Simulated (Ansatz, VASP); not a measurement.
# Zn3S in VASP and in Ansatz

```
Zn S
1.0
     4.04674    0.00000    0.00000
     0.00000    4.04674    0.00000
     0.00000    0.00000    4.04674
Zn S
3 1
Cartesian
  0.0000 2.0234 2.0234
  2.0234 0.0000 2.0234
  2.0234 2.0234 0.0000
  0.0000 0.0000 0.0000
```

Alike in both runs: functional PBE; k mesh 12 × 12 × 12; occupations gaussian, width 0.1 eV; no spin polarisation.

Ansatz relaxed the structure, and its values are those at the end. VASP's run is a single point on that final structure, the one shown.

|  | VASP | Ansatz |
| --- | --- | --- |
| version | VASP 6.6.1 | Ansatz 0.2.0 |
| potentials or method | VASP PAW PBE potentials, release 64 (Zn, S), cutoff 520 eV | scalar-relativistic, plane waves, PAW |
| valence electrons in the cell | 42 | 42 |

Ansatz gave:

```
gap on the k mesh at the Fermi level (eV) : none
pressure (GPa)                            : 0.0
```

Question: Estimate VASP's values.

Answer: gap on the k mesh at the Fermi level (eV): none; pressure (GPa): 0.1.

A gap of «none» marks a metal or a gap that the smearing closes. The functional is the same, so the differences come from potentials, cutoffs and numerics.
